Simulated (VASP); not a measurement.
# Rh (P6_3/mmc) in VASP: notebook, part 2 of 2

VASP 6.6.1. Earlier steps stand in the parts before.

## (3) Single point, PBEsol

This run uses another cell than the first one, of 13.52 Å³/atom, 0.943 times its volume.

The input, INCAR:

```
PREC     = Accurate       # precision mode
ENCUT    = 520            # plane-wave cutoff, eV
EDIFF    = 1E-7           # SCF threshold, eV
ISMEAR   = 0              # smearing method
SIGMA    = 0.15           # smearing width, eV
LREAL    = F              # projectors in reciprocal space
LASPH    = T              # aspherical terms in the spheres
NELM     = 60             # most SCF steps
ALGO     = Fast           # electronic algorithm
ISIF     = 2              # what is computed and relaxed
LWAVE    = F              # write WAVECAR
LCHARG   = F              # write CHGCAR
GGA      = PS             # functional
NBANDS   = 38             # bands
```

The input, KPOINTS:

```
regular mesh
0
Gamma
  24 24 6
```

The input, POSCAR:

```
Rh
1.0
    2.6754312347      0.0000000000      0.0000000000
   -1.3377156174      2.3169914153      0.0000000000
    0.0000000000      0.0000000000      8.7271387725
Rh
4
Direct
    0.0000000000      0.0000000000      0.0000000000
    0.3333333333      0.6666666667      0.2500000000
    0.0000000000      0.0000000000      0.5000000000
    0.6666666667      0.3333333333      0.7500000000
```

Potentials or basis: VASP PAW PBE potentials, release 64 (Rh_pv).

Launch:

```console
cat potpaw_PBE.64/Rh_pv/POTCAR > POTCAR
mpirun -np 1 vasp_std > vasp.out
```

OUTCAR:

```text
PREC = Accurate
   ENCUT = 520
   EDIFF = 1E-7
   ISMEAR = 0
   LREAL = F
   LASPH = T
   NELM = 60
   ISIF = 2
   GGA = PS

 ion  position               nearest neighbor table
   1  0.000  0.000  0.000-   2 2.67   4 2.67   4 2.67   2 2.67   4 2.67   2 2.67
   2  0.333  0.667  0.250-   1 2.67   3 2.67   1 2.67   3 2.67   1 2.67   3 2.67
   3  0.000  0.000  0.500-   2 2.67   4 2.67   4 2.67   2 2.67   4 2.67   2 2.67
   4  0.667  0.333  0.750-   1 2.67   3 2.67   1 2.67   3 2.67   1 2.67   3 2.67

  LATTYP: Found a hexagonal cell.
 ALAT       =     2.6754312347
 C/A-ratio  =     3.2619559267

  Lattice vectors:

 A1 = (   2.6754312347,   0.0000000000,   0.0000000000)
 A2 = (  -1.3377156174,   2.3169914153,   0.0000000000)
 A3 = (   0.0000000000,   0.0000000000,   8.7271387725)

Analysis of symmetry for initial positions (statically):
=====================================================================
 Subroutine PRICEL returns:
 Original cell was already a primitive cell.

 Routine SETGRP: Setting up the symmetry group for a
 hexagonal supercell.

 Subroutine GETGRP returns: Found 24 space group operations
 (whereof 12 operations were pure point group operations)
 out of a pool of 24 trial point group operations.

The static configuration has the point symmetry D_3d.
 The point group associated with its full space group is D_6h.

Analysis of symmetry for dynamics (positions and initial velocities):
=====================================================================
 Subroutine PRICEL returns:
 Original cell was already a primitive cell.

 Routine SETGRP: Setting up the symmetry group for a
 hexagonal supercell.

 Subroutine GETGRP returns: Found 24 space group operations
 (whereof 12 operations were pure point group operations)
 out of a pool of 24 trial point group operations.
[... 117 lines left out ...]
   NELECT =      60.0000    total number of electrons
   NUPDOWN=      -1.0000    fix difference up-down
   EMIN   =  10.00;   EMAX   =-10.00  energy-range for DOS
   EFERMI =   0.00;   METHOD = LEGACY
   ISMEAR =     0;   SIGMA  =   0.15  broadening in eV -4-tet -1-fermi 0-gaus
   EFERMI_NEDOS =   21; number of points for ismear=-14 and -15
   IALGO  =     68    algorithm
   IMIX   =      4    mixing-type and parameters
     AMIX     =   0.40;   BMIX     =  1.00
     AMIX_MAG =   1.60;   BMIX_MAG =  1.00
  volume/ion in A,a.u.               =      13.52        91.27
  Fermi-wavevector in a.u.,A,eV,Ry     =   1.694579  3.202290 39.070474  2.871599
  Thomas-Fermi vector in A             =   2.775779
   LORBIT       =      0    0 simple, 1 ext, 2 COOP (PROOUT), +10 PAW based schemes
   GGA     = PS    functional components
   LHFCALC =     F    Hartree Fock is set to
   AEXX    =    0.0000 exact exchange contribution
   IVDW    =     0    specifies the selected vdW correction
   LEPSILON=     F    determine dielectric tensor
   LRPA    =     F    only Hartree local field effects (RPA)
 non-spin polarized calculation
 RMM-DIIS sequential band-by-band and
 Gauss-broadening in eV      SIGMA  =   0.15
  energy-cutoff  :      520.00
  volume of cell :       54.10
 maximum number of plane-waves:      1495
 NGX is ok and might be reduce to    20
   NGX =  9   NGY =  9   NGZ = 33

 number of electron      59.9999997 magnetization

 Free energy of the ion-electron system (eV)
  ---------------------------------------------------
  ext. energy  EPLUGINS =         0.00000000
  ---------------------------------------------------
  free energy    TOTEN  =       -32.50345511 eV

  energy without entropy =      -32.44250594  energy(sigma->0) =      -32.47298052

 E-fermi :  12.0900     XC(G=0): -14.3237

 val. band max:       12.0890391883   @ k =   0.3333   0.2083   0.5000
 cond. band min:      12.0928227921   @ k =   0.3750   0.2500   0.3333
 fundamental gap:      0.0037836038
 Fermi energy:        12.0900120648

 k-point     1 :       0.0000    0.0000    0.0000
  band No.  band energies     occupation
      1     -35.0792      2.00000
      2     -34.6980      2.00000
      3     -34.6934      2.00000
      4     -34.4046      2.00000
      5     -34.4046      2.00000
      6     -34.3602      2.00000
[... 973 lines left out ...]
     37      21.3140      0.00000
     38      21.3697      0.00000

 [... further k-points ...]
[... 5 lines left out ...]
  --------------------------------------------------------------------------------------
  -------------------------------------------------------------------------------------
  Total        0.0143640      0.0143640     -0.0029987     -0.0000000      0.0000000      0.0000000
  in kB        0.4253987      0.4253987     -0.0888075     -0.0000000      0.0000000      0.0000000
  external PRESSURE =       0.2539966 kB  Pullay stress =       0.0000000 kB

 VOLUME and BASIS-vectors are now :
 -----------------------------------------------------------------------------
  energy-cutoff  :      520.00
  volume of cell :       54.10
      direct lattice vectors                 reciprocal lattice vectors
     2.675431235  0.000000000  0.000000000     0.373771520  0.215797088  0.000000000
    -1.337715617  2.316991415  0.000000000     0.000000000  0.431594176  0.000000000
     0.000000000  0.000000000  8.727138773     0.000000000  0.000000000  0.114585092

 POSITION                                       TOTAL-FORCE (eV/Angst)
 -----------------------------------------------------------------------------------
      0.00000      0.00000      0.00000         0.000000      0.000000     -0.000000
     -0.00000      1.54466      2.18178         0.000000      0.000000      0.000000
      0.00000      0.00000      4.36357         0.000000      0.000000     -0.000000
      1.33772      0.77233      6.54535        -0.000000     -0.000000     -0.000000
 -----------------------------------------------------------------------------------
    total drift:                                0.000000     -0.000000      0.000000

  FREE ENERGIE OF THE ION-ELECTRON SYSTEM (eV)
  ---------------------------------------------------
  free  energy   TOTEN  =       -32.5034551100 eV

  energy  without entropy=      -32.4425059357  energy(sigma->0) =      -32.47298052
```

stdout:

```text
POSCAR found type information on POSCAR Rh
 POSCAR found :  1 types and       4 ions
 scaLAPACK will be used
 -----------------------------------------------------------------------------
|                                                                             |
|                                                                             |
|     You enforced a specific xc type in the INCAR file but a different       |
|     I HOPE YOU KNOW WHAT YOU ARE DOING!                                     |
|                                                                             |
 -----------------------------------------------------------------------------

 LDA part: xc-table for (Slater+PW92), standard interpolation
 POSCAR, INCAR and KPOINTS ok, starting setup
 FFT: planning ... GRIDC
 FFT: planning ... GRID_SOFT
 FFT: planning ... GRID
 WAVECAR not read
 entering main loop
```

Run time: 19 min. Hardware: 1 thread of Oxide Virtual Turin-like, shared host; peak memory 0.4 GiB.

Results:

```
Free energy            : -32.5035 eV
Pressure               : 0.0 GPa
Band gap on the k mesh : zero (band 30 reaches 12.94 eV, above the bottom of band 31 at 10.87 eV)
```

Levels at points of the mesh, in eV from the Fermi level:
```csv
k point,band 26,band 27,band 28,band 29,band 30,band 31,band 32,band 33,band 34,band 35
"(0.00, 0.00, 0.00)",-2.72,-2.72,-1.49,-1.49,-0.89,-0.89,-0.36,-0.36,0.44,0.44
"(0.50, 0.00, 0.00)",0.56,0.57,0.62,0.68,0.85,0.86,0.89,1.15,2.20,4.34
"(0.00, 0.00, 0.50)",-2.96,-1.23,-1.23,-1.17,-1.17,-1.17,-1.17,0.08,0.08,0.08
"(0.50, 0.00, 0.50)",-1.05,-0.12,-0.12,0.60,0.60,0.83,0.83,2.87,2.87,4.27
```

Caveat: the PAW data sets were made with another functional, which shifts forces and pressure a little.
